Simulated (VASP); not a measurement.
# LaGaH3 (R-3c) in VASP: single point with r2SCAN

Aim: the single point of LaGaH3 with r2SCAN.

All numbers are computed with VASP 6.6.1; they aren't measurements. Logs are shortened: lines on timing, memory, paths and dates and some standing lists are left out, and cuts for length are marked.

## 1. The cell of the first run

It takes space group R-3c (No. 167, trigonal). The conventional cell has a = 5.515 Å, b = 5.515 Å, c = 13.366 Å, α = 90.00°, β = 90.00°, γ = 120.00°. Ga (site symmetry -3) has 6 H at 1.97 Å within 2.6 Å. Within 2.6 Å of H (site symmetry 2) lie 2 Ga at 1.97 Å and 1 La at 2.46 Å. Within 3.2 Å of La (site symmetry 32) lie 12 H at 2.46 to 3.06 Å.

## 2. Single point, r2SCAN

Contents of POSCAR:

```
LaGaH3
1.0
    2.7576880000      1.5921550000      4.4553660000
   -2.7576880000      1.5921550000      4.4553660000
    0.0000000000     -3.1842990000      4.4553660000
Ga H La
2 6 2
Direct
    0.0000000000      0.0000000000      0.0000000000
    0.5000000000      0.5000000000      0.5000000000
    0.8048000000      0.6952000000      0.2500000000
    0.2500000000      0.8048000000      0.6952000000
    0.6952000000      0.2500000000      0.8048000000
    0.1952000000      0.3048000000      0.7500000000
    0.7500000000      0.1952000000      0.3048000000
    0.3048000000      0.7500000000      0.1952000000
    0.2500000000      0.2500000000      0.2500000000
    0.7500000000      0.7500000000      0.7500000000
```

Contents of INCAR.step1:

```
SYSTEM = LaGaH3
PREC     = Accurate       ! precision mode
ENCUT    = 520            ! plane-wave cutoff, eV
ISMEAR   = -1             ! smearing method
SIGMA    = 0.1            ! smearing width, eV
LREAL    = .False.        ! projectors in reciprocal space
LASPH    = .True.         ! aspherical terms in the spheres
NELM     = 60             ! most SCF steps
NBANDS   = 38             ! bands
GGA      = PE             ! functional
ALGO     = Normal         ! electronic algorithm
EDIFF    = 1E-4           ! SCF threshold, eV
LWAVE    = .True.         ! write WAVECAR
LCHARG   = .False.        ! write CHGCAR
```

Contents of INCAR.step2:

```
SYSTEM = LaGaH3
PREC     = Accurate       ! precision mode
ENCUT    = 520            ! plane-wave cutoff, eV
EDIFF    = 1E-6           ! SCF threshold, eV
ISMEAR   = -1             ! smearing method
SIGMA    = 0.1            ! smearing width, eV
LREAL    = .False.        ! projectors in reciprocal space
LASPH    = .True.         ! aspherical terms in the spheres
NELM     = 60             ! most SCF steps
ALGO     = Normal         ! electronic algorithm
ISIF     = 2              ! what is computed and relaxed
LWAVE    = .False.        ! write WAVECAR
LCHARG   = .False.        ! write CHGCAR
METAGGA  = R2SCAN         ! meta-GGA
LMIXTAU  = .True.       
NBANDS   = 38             ! bands
ISTART   = 1
```

Contents of KPOINTS:

```
regular mesh
0
Gamma
  7 7 7
  0 0 0
```

Potentials or basis: VASP PAW PBE potentials, release 64 (Ga_d, H, La).

Command:

```bash
$ cat potpaw_PBE.64/Ga_d/POTCAR potpaw_PBE.64/H/POTCAR potpaw_PBE.64/La/POTCAR > POTCAR
$ cp INCAR.step1 INCAR
$ mpirun -np 1 vasp_std > vasp.out
$ cp INCAR.step2 INCAR
$ mpirun -np 1 vasp_std > vasp.out
```

OUTCAR:

```text
SYSTEM = LaGaH3
   PREC = Accurate
   ENCUT = 520
   EDIFF = 1E-6
   ISMEAR = -1
   LREAL = .False.
   LASPH = .True.
   NELM = 60
   ISIF = 2
   METAGGA = R2SCAN
   ISTART = 1

 ion  position               nearest neighbor table
   1  0.000  0.000  0.000-
   2  0.500  0.500  0.500-
   3  0.805  0.695  0.250-
   4  0.250  0.805  0.695-
   5  0.695  0.250  0.805-
   6  0.195  0.305  0.750-
   7  0.750  0.195  0.305-
   8  0.305  0.750  0.195-
   9  0.250  0.250  0.250-
  10  0.750  0.750  0.750-

  LATTYP: Found a trigonal (rhomboedric) cell.
 ALAT       =     5.4763168567
 COS(alpha) =     0.4928428078

  Lattice vectors:

 A1 = (   2.7576880000,   1.5921550000,   4.4553660000)
 A2 = (  -2.7576880000,   1.5921550000,   4.4553660000)
 A3 = (   0.0000000000,  -3.1842990000,   4.4553660000)

Analysis of symmetry for initial positions (statically):
=====================================================================
 Subroutine PRICEL returns:
 Original cell was already a primitive cell.

 Routine SETGRP: Setting up the symmetry group for a
 trigonal (rhombohedral) supercell.

 Subroutine GETGRP returns: Found 12 space group operations
 (whereof  6 operations were pure point group operations)
 out of a pool of 12 trial point group operations.

The static configuration has the point symmetry S_6 .
 The point group associated with its full space group is D_3d.

Analysis of symmetry for dynamics (positions and initial velocities):
=====================================================================
 Subroutine PRICEL returns:
 Original cell was already a primitive cell.

 Routine SETGRP: Setting up the symmetry group for a
 trigonal (rhombohedral) supercell.

 Subroutine GETGRP returns: Found 12 space group operations
 (whereof  6 operations were pure point group operations)
 out of a pool of 12 trial point group operations.

The dynamic configuration has the point symmetry S_6 .
 The point group associated with its full space group is D_3d.

 Subroutine INISYM returns: Found 12 space group operations
 (whereof  6 operations are pure point group operations),
 and found     1 'primitive' translations

----------------------------------------------------------------------------------------

                                     Primitive cell

  volume of cell :     117.3719

  direct lattice vectors                    reciprocal lattice vectors
     2.757688000  1.592155000  4.455366000     0.181311301  0.104680167  0.074816064
    -2.757688000  1.592155000  4.455366000    -0.181311301  0.104680167  0.074816064
     0.000000000 -3.184299000  4.455366000     0.000000000 -0.209360333  0.074816323

  length of vectors
     5.476320557  5.476320557  5.476316857     0.222326716  0.222326716  0.222326857

  position of ions in fractional coordinates (direct lattice)
     0.000000000  0.000000000  0.000000000
     0.500000000  0.500000000  0.500000000
     0.804800000  0.695200000  0.250000000
     0.250000000  0.804800000  0.695200000
     0.695200000  0.250000000  0.804800000
     0.195200000  0.304800000  0.750000000
     0.750000000  0.195200000  0.304800000
     0.304800000  0.750000000  0.195200000
     0.250000000  0.250000000  0.250000000
     0.750000000  0.750000000  0.750000000

  ion indices of the primitive-cell ions
   primitive index   ion index
                 1           1
                 2           2
                 3           3
                 4           4
                 5           5
                 6           6
                 7           7
                 8           8
                 9           9
                10          10

----------------------------------------------------------------------------------------

 KPOINTS: regular mesh

Automatic generation of k-mesh.
 Grid dimensions read from file:
 generate k-points for:    7    7    7

 Generating k-lattice:

  Cartesian coordinates                     Fractional coordinates (reciprocal lattice)
     0.025901614  0.014954310  0.010688009     0.142857143  0.000000000  0.000000000
    -0.025901614  0.014954310  0.010688009     0.000000000  0.142857143  0.000000000
     0.000000000 -0.029908619  0.010688046     0.000000000  0.000000000  0.142857143

  Length of vectors
     0.031760959  0.031760959  0.031760980

  Shift w.r.t. Gamma in fractional coordinates (k-lattice)
     0.000000000  0.000000000  0.000000000

 Subroutine IBZKPT returns following result:
 ===========================================

 Found     44 irreducible k-points:

 Following reciprocal coordinates:
            Coordinates               Weight
  0.000000  0.000000  0.000000      1.000000
  0.142857  0.000000  0.000000      6.000000
  0.285714  0.000000  0.000000      6.000000
  0.428571  0.000000 -0.000000      6.000000
  0.142857  0.142857  0.000000      6.000000
  0.285714  0.142857  0.000000     12.000000
[... 16 lines left out ...]
  0.285714  0.285714  0.142857      6.000000
  0.428571  0.285714  0.142857     12.000000
 [... further k-points ...]
   k-points           NKPTS =     44   k-points in BZ     NKDIM =     44   number of bands    NBANDS=     38
   number of dos      NEDOS =    301   number of ions     NIONS =     10
   total plane-waves  NPLWV =  74088
   dimension x,y,z NGX =    42 NGY =   42 NGZ =   42
   dimension x,y,z NGXF=    84 NGYF=   84 NGZF=   84
   ions per type =               2   6   2
   NGX,Y,Z   is equivalent  to a cutoff of  12.75, 12.75, 12.75 a.u.
   NGXF,Y,Z  is equivalent  to a cutoff of  25.50, 25.50, 25.50 a.u.
 SYSTEM =  LaGaH3
   PREC   = accura    normal or accurate (medium, high low for compatibility)
   ISTART =      1    job   : 0-new  1-cont  2-samecut
   ICHARG =      0    charge: 1-file 2-atom 10-const
   ISPIN  =      1    spin polarized calculation?
   LNONCOLLINEAR =      F non collinear calculations
   LSORBIT =      F    spin-orbit coupling
   LASPH  =      T    aspherical Exc in radial PAW
   ENCUT  =  520.0 eV  38.22 Ry    6.18 a.u.  10.18 10.18 10.18*2*pi/ulx,y,z
   NELM   =     60;   NELMIN=  2; NELMDL=  0     # of ELM steps
   EDIFF  = 0.1E-05   stopping-criterion for ELM
   LREAL  =      F    real-space projection
   EDIFFG = 0.1E-04   stopping-criterion for IOM
   NSW    =      0    number of steps for IOM
   IBRION =     -1    ionic relax: 0-MD 1-quasi-New 2-CG
   NFREE  =      0    steps in history (QN), initial steepest desc. (CG)
   ISIF   =      2    stress and relaxation
   ISYM   =      2    0-nonsym 1-usesym 2-fastsym
   POTIM  = 0.5000    time-step for ionic-motion
   TEBEG  =    0.0;   TEEND  =   0.0 temperature during run
   PSTRESS=    0.0 pullay stress
   NELECT =      54.0000    total number of electrons
   NUPDOWN=      -1.0000    fix difference up-down
   EMIN   =  10.00;   EMAX   =-10.00  energy-range for DOS
   EFERMI =   0.00;   METHOD = LEGACY
   ISMEAR =    -1;   SIGMA  =   0.10  broadening in eV -4-tet -1-fermi 0-gaus
   EFERMI_NEDOS =   21; number of points for ismear=-14 and -15
   IALGO  =     38    algorithm
   IMIX   =      4    mixing-type and parameters
     AMIX     =   0.40;   BMIX     =  1.00
     AMIX_MAG =   1.60;   BMIX_MAG =  1.00
  volume/ion in A,a.u.               =      11.74        79.21
  Fermi-wavevector in a.u.,A,eV,Ry     =   1.263819  2.388271 21.731732  1.597237
  Thomas-Fermi vector in A             =   2.397156
   LORBIT       =      0    0 simple, 1 ext, 2 COOP (PROOUT), +10 PAW based schemes
   METAGGA = R2SCAN    functional components
   LHFCALC =     F    Hartree Fock is set to
   AEXX    =    0.0000 exact exchange contribution
   IVDW    =     0    specifies the selected vdW correction
   LEPSILON=     F    determine dielectric tensor
   LRPA    =     F    only Hartree local field effects (RPA)
 non-spin polarized calculation
  energy-cutoff  :      520.00
  volume of cell :      117.37
 maximum number of plane-waves:      3182
 NGX is ok and might be reduce to    42
   NGX = 21   NGY = 21   NGZ = 21

 number of electron      54.0000023 magnetization

 Free energy of the ion-electron system (eV)
  ---------------------------------------------------
  ext. energy  EPLUGINS =         0.00000000
  ---------------------------------------------------
  free energy    TOTEN  =      -104.08777398 eV

  energy without entropy =     -103.93323760  energy(sigma->0) =     -104.01050579

 E-fermi :   7.9691     XC(G=0): -11.2742

 val. band max:        7.9655873537   @ k =  -0.4286   0.2857   0.1429
 cond. band min:       7.9758205687   @ k =  -0.2857   0.1429   0.0000
 fundamental gap:      0.0102332150
 Fermi energy:         7.9690772763

 k-point     1 :       0.0000    0.0000    0.0000
  band No.  band energies     occupation
      1     -26.4393      2.00000
      2     -26.2910      2.00000
      3     -10.0378      2.00000
      4     -10.0378      2.00000
      5     -10.0118      2.00000
      6      -9.5527      2.00000
[... 30 lines left out ...]
     37      10.1520      0.00000
     38      10.1520      0.00000

 k-point     2 :       0.1429    0.0000    0.0000
  band No.  band energies     occupation
      1     -26.4316      2.00000
      2     -26.2980      2.00000
      3     -10.0258      2.00000
      4     -10.0189      2.00000
      5      -9.9950      2.00000
      6      -9.6129      2.00000
[... 30 lines left out ...]
     37      10.1522      0.00000
     38      10.1593      0.00000

 k-point     3 :       0.2857    0.0000    0.0000
  band No.  band energies     occupation
      1     -26.4101      2.00000
      2     -26.3178      2.00000
      3      -9.9961      2.00000
      4      -9.9639      2.00000
      5      -9.9442      2.00000
      6      -9.7457      2.00000
[... 30 lines left out ...]
     37      10.1507      0.00000
[... 781 lines left out ...]
 k-point    23 :       0.2857    0.2857    0.1429
  band No.  band energies     occupation
      1     -26.4138      2.00000
      2     -26.3139      2.00000
      3     -10.0590      2.00000
      4     -10.0512      2.00000
      5      -9.8886      2.00000
      6      -9.8135      2.00000
[... 30 lines left out ...]
     37      10.1087      0.00000
     38      10.1729      0.00000

 k-point    24 :       0.4286    0.2857    0.1429
  band No.  band energies     occupation
      1     -26.3977      2.00000
      2     -26.3286      2.00000
      3     -10.1384      2.00000
      4     -10.0519      2.00000
      5      -9.9904      2.00000
      6      -9.6846      2.00000
[... 30 lines left out ...]
     37      10.0547      0.00000
     38      10.1703      0.00000

 [... further k-points ...]
[... 5 lines left out ...]
  --------------------------------------------------------------------------------------
  -------------------------------------------------------------------------------------
  Total        1.5022522      1.5022511     -1.7170554      0.0000000     -0.0000014      0.0000000
  in kB       20.5063952     20.5063804    -23.4385516      0.0000000     -0.0000193      0.0000000
  external PRESSURE =       5.8580747 kB  Pullay stress =       0.0000000 kB

 VOLUME and BASIS-vectors are now :
 -----------------------------------------------------------------------------
  energy-cutoff  :      520.00
  volume of cell :      117.37
      direct lattice vectors                 reciprocal lattice vectors
     2.757688000  1.592155000  4.455366000     0.181311301  0.104680167  0.074816064
    -2.757688000  1.592155000  4.455366000    -0.181311301  0.104680167  0.074816064
     0.000000000 -3.184299000  4.455366000     0.000000000 -0.209360333  0.074816323

 POSITION                                       TOTAL-FORCE (eV/Angst)
 -----------------------------------------------------------------------------------
      0.00000      0.00000      0.00000         0.000000      0.000000     -0.000000
      0.00000      0.00001      6.68305         0.000000      0.000000     -0.000000
      0.30224      1.59216      7.79689        -0.085986      0.000000     -0.000000
     -1.52997     -0.53432      7.79689         0.042993     -0.074466     -0.000000
      1.22772     -1.05782      7.79689         0.042993      0.074466     -0.000000
     -0.30224     -1.59215      5.56921         0.085986      0.000000      0.000000
      1.52997      0.53433      5.56921        -0.042993      0.074466     -0.000000
     -1.22772      1.05783      5.56921        -0.042993     -0.074466     -0.000000
      0.00000      0.00000      3.34152         0.000000      0.000000     -0.000000
      0.00000      0.00001     10.02457         0.000000      0.000000     -0.000000
 -----------------------------------------------------------------------------------
    total drift:                                0.000000      0.000000     -0.000000

  FREE ENERGIE OF THE ION-ELECTRON SYSTEM (eV)
  ---------------------------------------------------
  free  energy   TOTEN  =      -104.0877739769 eV

  energy  without entropy=     -103.9332376023  energy(sigma->0) =     -104.01050579
```

Wall time 20 min (1 thread of Intel Xeon Platinum 8259CL at 2.50GHz (Skylake/Cascade Lake), shared host); peak memory 0.42 GiB.

What came out:

```
Free energy            : -104.0878 eV
Pressure               : 0.6 GPa
Largest force          : 0.086 eV/Å
Band gap on the k mesh : zero (bands 27 and 28 overlap by 1.05 eV)
```

Forces on the atoms (eV/Å):
```
Ga   0.000  0.000  0.000
Ga   0.000  0.000  0.000
H   -0.086  0.000  0.000
H    0.043 -0.074  0.000
H    0.043  0.074  0.000
H    0.086  0.000  0.000
H   -0.043  0.074  0.000
H   -0.043 -0.074  0.000
La   0.000  0.000  0.000
La   0.000  0.000  0.000
```

Caveat: the PAW data sets were made with another functional, which shifts forces and pressure a little; spin-orbit coupling is left out, which moves the levels of the heavy elements.
